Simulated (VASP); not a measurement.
The system is Ga2AsP.

```
P Ga As
1.0
     3.72729    0.00000    0.00000
     0.00000    3.72729    0.00000
     0.00000    0.00000    5.79180
P Ga As
1 2 1
Direct
  0.00000 0.00000 0.00000
  0.00000 0.50000 0.75853
  0.50000 0.00000 0.24147
  0.50000 0.50000 0.50000
```

This cell differs from its parent crystal: epitaxial xy strain -5.2%.

Base run:

```yaml
Program: VASP 6.6.1
Functional: r2SCAN
Potentials_or_basis: VASP PAW PBE potentials, release 64 (P, Ga_d, As)
Cutoff: 520 eV
k_mesh: 6 × 6 × 6
Occupations: gaussian, width 0.01 eV
Spin: no spin polarisation
```

Its results: band gap on the k mesh 0.95 eV (least direct gap 1.77 eV); pressure 5.8 GPa; largest force 0.021 eV/Å.

Problem. The run is repeated on the same cell with these changes: functional from r2SCAN to HSE06; k mesh from 6 × 6 × 6 to 4 × 4 × 4. What comes out?

Solution. Band gap on the k mesh 1.31 eV (least direct gap 2.19 eV); pressure 6.5 GPa; largest force 0.006 eV/Å.

Several settings changed at once.

Caveats: some runs use coarse meshes; the PAW data sets were made with another functional, which shifts forces and pressure a little; the cell stands under pressure (at least some runs).

A k mesh can miss the band edges.
